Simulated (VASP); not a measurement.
Input of a VASP 6.6.1 run:

Contents of INCAR:

```
SYSTEM = InAgTe2
ALGO = Normal
EDIFF = 1E-6
ENCUT = 500
GGA = PE
GGA_COMPAT = .FALSE.
ISIF = 2
ISMEAR = -1
LASPH = .TRUE.
LCHARG = .FALSE.
LREAL = .FALSE.
LWAVE = .FALSE.
NBANDS = 46
NELM = 120
PREC = Accurate
SIGMA = 0.02
```

KPOINTS

```
k-points
0
G
  4 4 4
  0 0 0
```

Contents of POSCAR:

```
InAgTe2
1.0
   -3.2178448844      3.2178448844      6.3664873868
    3.2178448844     -3.2178448844      6.3664873868
    3.2178448844      3.2178448844     -6.3664873868
In Ag Te
2 2 4
Direct
    0.5000000000      0.5000000000      0.0000000000
    0.2500000000      0.7500000000      0.5000000000
    0.0000000000      0.0000000000      0.0000000000
    0.7500000000      0.2500000000      0.5000000000
    0.3750000000      0.3694875870      0.4944875870
    0.6305124130      0.1250000000      1.0055124130
    0.8750000000      0.8805124130      0.5055124130
    0.1194875870      0.6250000000     -0.0055124130
```

Potentials or basis: VASP PAW PBE potentials, release 64 (In_d, Ag, Te).

Command:

```sh
$ cat potpaw_PBE.64/In_d/POTCAR potpaw_PBE.64/Ag/POTCAR potpaw_PBE.64/Te/POTCAR > POTCAR
$ mpirun -np 1 vasp_std > vasp.out
```

(1) Estimate the largest force.

(2) Estimate the band gap on the k mesh.

(3) What does it give for the pressure?

Answers

(1) 0.090 eV/Å.

(2) 0.21 eV.

(3) 2.6 GPa.

Caveat: spin-orbit coupling is left out, which moves the levels of the heavy elements.
